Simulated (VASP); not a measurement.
# Pt (Fm-3m) in VASP: settings compared, part 3 of 3

VASP 6.6.1. The steps go on from the part before.

**5. Electric field gradients, LDA, non-collinear spin, zero start, spin-orbit coupling**

INCAR

```
SYSTEM = Pt
ALGO     = Normal         ! electronic algorithm
EDIFF    = 1E-8           ! SCF threshold, eV
ENCUT    = 520            ! plane-wave cutoff, eV
GGA      = CA             ! functional
GGA_COMPAT= .FALSE.      
ISIF     = 2              ! what is computed and relaxed
ISMEAR   = -1             ! smearing method
LASPH    = .TRUE.         ! aspherical terms in the spheres
LCHARG   = .FALSE.        ! write CHGCAR
LEFG     = .TRUE.       
LMAXMIX  = 4              ! l up to which the mixer works
LNONCOLLINEAR= .TRUE.         ! non-collinear magnetism
LORBIT   = 11             ! projections on sites
LORBMOM  = .TRUE.       
LREAL    = .FALSE.        ! projectors in reciprocal space
LSORBIT  = .TRUE.         ! spin-orbit coupling
LWAVE    = .FALSE.        ! write WAVECAR
MAGMOM   = 0 0 0          ! initial moments
NBANDS   = 21             ! bands
NELM     = 150            ! most SCF steps
PREC     = Accurate       ! precision mode
SIGMA    = 0.05           ! smearing width, eV
```

KPOINTS

```
k-points
0
G
  16 16 16
  0 0 0
```

POSCAR

```
Pt
1.0
    0.0000000000      1.9715751809      1.9715751809
    1.9715751809      0.0000000000      1.9715751809
    1.9715751809      1.9715751809      0.0000000000
Pt
1
Direct
    0.0000000000      0.0000000000      0.0000000000
```

Potentials or basis: VASP PAW LDA potentials, release 64 (Pt).

Command:

```bash
$ cat potpaw_LDA.64/Pt/POTCAR > POTCAR
$ mpirun -np 1 vasp_ncl > vasp.out
```

OUTCAR:

```text
SYSTEM = Pt
   EDIFF = 1E-8
   ENCUT = 520
   GGA = CA
   ISIF = 2
   ISMEAR = -1
   LASPH = .TRUE.
   LNONCOLLINEAR = .TRUE.
   LORBIT = 11
   LREAL = .FALSE.
   LSORBIT = .TRUE.
   NELM = 150
   PREC = Accurate

 ion  position               nearest neighbor table
   1  0.000  0.000  0.000-

  LATTYP: Found a face centered cubic cell.
 ALAT       =     3.9431503618

  Lattice vectors:

 A1 = (   0.0000000000,   1.9715751809,   1.9715751809)
 A2 = (   1.9715751809,   0.0000000000,   1.9715751809)
 A3 = (   1.9715751809,   1.9715751809,   0.0000000000)

Analysis of symmetry for initial positions (statically):
=====================================================================
 Subroutine PRICEL returns:
 Original cell was already a primitive cell.

 Routine SETGRP: Setting up the symmetry group for a
 face centered cubic supercell.

 Subroutine GETGRP returns: Found 48 space group operations
 (whereof 48 operations were pure point group operations)
 out of a pool of 48 trial point group operations.

The static configuration has the point symmetry O_h .

Analysis of symmetry for dynamics (positions and initial velocities):
=====================================================================
 Subroutine PRICEL returns:
 Original cell was already a primitive cell.

 Routine SETGRP: Setting up the symmetry group for a
 face centered cubic supercell.

 Subroutine GETGRP returns: Found 48 space group operations
 (whereof 48 operations were pure point group operations)
 out of a pool of 48 trial point group operations.

The dynamic configuration has the point symmetry O_h .

Analysis of structural, dynamic, and magnetic symmetry:
=====================================================================
[... 779 lines left out ...]
 ion       V_xx      V_yy      V_zz      V_xy      V_xz      V_yz
---------------------------------------------------------------------
   1      -0.000    -0.000    -0.000     0.000     0.000     0.000
---------------------------------------------------------------------

 Electric field gradients after diagonalization (V/A^2)
 (convention: |V_zz| > |V_xx| > |V_yy|)
----------------------------------------------------------------------
 ion       V_xx      V_yy      V_zz     asymmetry (V_yy - V_xx)/ V_zz
----------------------------------------------------------------------
   1      -0.000    -0.000     0.000       0.000
----------------------------------------------------------------------

           NMR quadrupolar parameters

 Cq : quadrupolar parameter    Cq=e*Q*V_zz/h
 eta: asymmetry parameters     (V_yy - V_xx)/ V_zz
 Q  : nuclear electric quadrupole moment in mb (millibarn)
----------------------------------------------------------------------
 ion       Cq(MHz)       eta       Q (mb)
----------------------------------------------------------------------
   1       0.000       0.000       1.000
----------------------------------------------------------------------

 orbital moment (x)

 # of ion     p       d       tot
 ----------------------------------------
  1         0.000   0.000   0.000
 ----------------------------------------
            0.000   0.000   0.000

 orbital moment (y)

 # of ion     p       d       tot
 ----------------------------------------
  1         0.000  -0.000  -0.000
 ----------------------------------------
            0.000  -0.000  -0.000

 orbital moment (z)

 # of ion     p       d       tot
 ----------------------------------------
  1         0.000   0.000   0.000
 ----------------------------------------
            0.000   0.000   0.000

 Spin-Orbit-Coupling matrix elements

 Ion:    1  E_soc:     -0.7954809
 l=   1
     0.0000000    -0.0333942    -0.0333942
    -0.0333942     0.0000000    -0.0333942
    -0.0333942    -0.0333942     0.0000000
 l=   2
     0.0000000    -0.0174032     0.0000000    -0.0174032    -0.0817827
    -0.0174032     0.0000000    -0.0613370    -0.0174032    -0.0204457
     0.0000000    -0.0613370     0.0000000    -0.0613370     0.0000000
    -0.0174032    -0.0174032    -0.0613370     0.0000000    -0.0204457
    -0.0817827    -0.0204457     0.0000000    -0.0204457     0.0000000
 l=   3
     0.0000000     0.0000000     0.0000000     0.0000000     0.0000000     0.0000000     0.0000000
     0.0000000     0.0000000     0.0000000     0.0000000     0.0000000     0.0000000     0.0000000
     0.0000000     0.0000000     0.0000000     0.0000000     0.0000000     0.0000000     0.0000000
     0.0000000     0.0000000     0.0000000     0.0000000     0.0000000     0.0000000     0.0000000
     0.0000000     0.0000000     0.0000000     0.0000000     0.0000000     0.0000000     0.0000000
     0.0000000     0.0000000     0.0000000     0.0000000     0.0000000     0.0000000     0.0000000
     0.0000000     0.0000000     0.0000000     0.0000000     0.0000000     0.0000000     0.0000000

 total charge

# of ion       s       p       d       tot
------------------------------------------
    1        0.634   0.609   8.018   9.262

 magnetization (x)

# of ion       s       p       d       tot
------------------------------------------
    1        0.000  -0.000  -0.000  -0.000

 magnetization (y)

# of ion       s       p       d       tot
------------------------------------------
    1        0.000   0.000   0.000   0.000

 magnetization (z)

# of ion       s       p       d       tot
------------------------------------------
    1        0.000  -0.000  -0.000  -0.000
```

OSZICAR:

```text
N       E                     dE             d eps       ncg     rms          rms(c)
DAV:   1     0.521515208909E+02    0.52152E+02   -0.49091E+03  6130   0.903E+02
DAV:   2    -0.704206187662E+01   -0.59194E+02   -0.55249E+02  6993   0.220E+02
DAV:   3    -0.832571705271E+01   -0.12837E+01   -0.12677E+01  7132   0.314E+01
DAV:   4    -0.833264246804E+01   -0.69254E-02   -0.69247E-02  7013   0.251E+00
DAV:   5    -0.833271556325E+01   -0.73095E-04   -0.73096E-04  7147   0.264E-01    0.142E+01
DAV:   6    -0.793854752145E+01    0.39417E+00   -0.47371E-01  6675   0.799E+00    0.761E+00
DAV:   7    -0.789583508990E+01    0.42712E-01   -0.66976E-02  7074   0.301E+00    0.304E+00
DAV:   8    -0.789146139044E+01    0.43737E-02   -0.32378E-03  6901   0.562E-01    0.122E+00
DAV:   9    -0.789117083733E+01    0.29055E-03   -0.41038E-04  7197   0.207E-01    0.174E-01
DAV:  10    -0.789116283463E+01    0.80027E-05   -0.18455E-05  6876   0.457E-02    0.283E-02
DAV:  11    -0.789116362552E+01   -0.79089E-06   -0.76262E-07  7109   0.739E-03    0.111E-02
DAV:  12    -0.789116355853E+01    0.66993E-07   -0.87513E-08  7446   0.282E-03    0.141E-03
DAV:  13    -0.789116356082E+01   -0.22907E-08   -0.15304E-09  4176   0.377E-04
   1 F= -.78911636E+01 E0= -.78829803E+01  d E =-.163665E-01  mag=     0.0000    -0.0000    -0.0000
```

stdout:

```text
POSCAR found type information on POSCAR Pt
 POSCAR found :  1 types and       1 ions
 scaLAPACK will be used
 LDA part: xc-table for (Slater(with rela. corr.)+CA(PZ))
 , standard interpolation
 POSCAR, INCAR and KPOINTS ok, starting setup
 FFT: planning ... GRIDC
 FFT: planning ... GRID_SOFT
 FFT: planning ... GRID
 WAVECAR not read
 entering main loop
ion   1
```

Wall time 2.2 min (1 thread of Intel Xeon 8259CL, shared host); peak memory 0.22 GiB.

Results:

```yaml
Free_energy: -7.8912 eV
Pressure: -8.9 GPa
Net_moment: 0.00 μB per cell
Largest_electric_field_gradient_by_atom: zero within the noise of the run
Valence_electrons_inside_the_program's_atomic_spheres: Pt 9.26
```

Moments on the atoms (μB; x, y, z):
```
Pt  0.00 0.00 0.00
```

Caveat: the cell stands under tension.

**6. The runs side by side**

| level | potentials or basis | spin | gap on the mesh (eV) | pressure (GPa) |
| --- | --- | --- | --- | --- |
| PBEsol | VASP PAW PBE potentials, release 64 (Pt) | off | none | -5.7 |
| PBE | VASP PAW PBE potentials, release 64 (Pt) | off | none | 4.8 |
| r2SCAN | VASP PAW PBE potentials, release 64 (Pt) | off | none | 0.0 |
| LDA | VASP PAW LDA potentials, release 64 (Pt) | non-collinear, zero start, SOC | - | -8.9 |

Alike in all rows: task electric field gradients; cell as given; k mesh 16 × 16 × 16; cutoff (eV) 520; smearing fermi-dirac 0.05 eV.

Caveats: spin-orbit coupling is left out, which moves the levels of the heavy elements (at least some runs); the cell stands under tension (at least some runs); the PAW data sets were made with another functional, which shifts forces and pressure a little (at least some runs); the cell stands under pressure (at least some runs).

Absolute energies hang on the potentials; compare differences alone.
